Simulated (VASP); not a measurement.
Input of a VASP 6.6.1 run:

Contents of INCAR:

```
SYSTEM = Ga2SnSe4
PREC = Accurate
ENCUT = 500
EDIFF = 1E-6
ISMEAR = 0
SIGMA = 0.15
LREAL = .FALSE.
LASPH = .TRUE.
NELM = 120
ALGO = Normal
ISIF = 2
LWAVE = .FALSE.
LCHARG = .FALSE.
GGA = PE
NBANDS = 41
GGA_COMPAT = .FALSE.
```

The input KPOINTS:

```
Automatic mesh
0
G
  3 3 3
  0 0 0
```

POSCAR

```
Ga2SnSe4
1.0
   -3.9704671111      3.9704671111      3.1659197132
    3.9704671111     -3.9704671111      3.1659197132
    3.9704671111      3.9704671111     -3.1659197132
Ga Sn Se
2 1 4
Direct
    0.2500000000      0.7500000000      0.5000000000
    0.7500000000      0.2500000000      0.5000000000
    0.5000000000      0.5000000000      0.0000000000
    0.8398444784      0.3266942198      0.1665386982
    0.6733057802      0.8398444784      0.5131502587
    0.3266942198      0.1601555216      0.4868497413
    0.1601555216      0.6733057802      0.8334613018
```

Potentials or basis: VASP PAW PBE potentials, release 64 (Ga_d, Sn_d, Se).

The run is started by

```console
$ cat potpaw_PBE.64/Ga_d/POTCAR potpaw_PBE.64/Sn_d/POTCAR potpaw_PBE.64/Se/POTCAR > POTCAR
$ mpirun -np 1 vasp_std > vasp.out
```

Task: Estimate the band gap on the k mesh.

Result: 0.76 eV (least direct gap 1.15 eV).

Task: Estimate the pressure.

Result: 0.1 GPa.

Forces on the atoms (eV/Å):
```
Ga   0.000  0.000  0.000
Ga   0.000  0.000  0.000
Sn   0.000  0.000  0.000
Se  -0.036  0.017  0.000
Se   0.017  0.036  0.000
Se  -0.017 -0.036  0.000
Se   0.036 -0.017  0.000
```

Caveat: the k points lie up to 0.42 Å⁻¹ apart; spin-orbit coupling is left out, which moves the levels of the heavy elements; an odd mesh through Γ misses points on the zone boundary, where band edges can lie.
